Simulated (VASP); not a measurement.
## TiC (dpbe): single point with PBE

TiC (dpbe):

```
Ti C
1.0
     0.00000    2.16647    2.16647
     2.16647    0.00000    2.16647
     2.16647    2.16647    0.00000
Ti C
1 1
Direct
  0.00000 0.00000 0.00000
  0.50000 0.50000 0.50000
```

```yaml
Program: VASP 6.6.1
Task: single point
Functional: PBE
Potentials_or_basis: VASP PAW PBE potentials, release 64 (Ti_sv, C)
Cutoff: 520 eV
k_mesh: 16 × 16 × 16
Occupations: fermi-dirac, width 0.15 eV
Spin: no spin polarisation
Dipole_correction: no
Further_INCAR_settings: ALGO = Normal; EDIFF = 1e-07; NBANDS = 15
```

```
Pressure               : 0.3 GPa
Band gap on the k mesh : zero (band 8 reaches 10.09 eV, above the bottom of band 9 at 9.00 eV)
```

Levels at points of the mesh, in eV from the Fermi level:
```tsv
k point	band 5	band 6	band 7	band 8	band 9	band 10	band 11	band 12
(0.00, 0.00, 0.00)	-12.39	0.70	0.70	0.70	1.68	1.68	1.68	1.72
(0.50, 0.00, 0.00)	-8.92	-5.83	-2.89	-2.89	2.92	2.92	4.10	8.15
(0.50, 0.50, 0.00)	-10.11	-3.43	-1.61	-0.03	-0.03	2.71	3.52	3.52
```

It took 30 s on 1 thread of Intel(R) Xeon(R) Platinum 8259CL CPU @ 2.50GHz (Skylake/Cascade Lake) (shared host), peak memory 0.17 GiB.
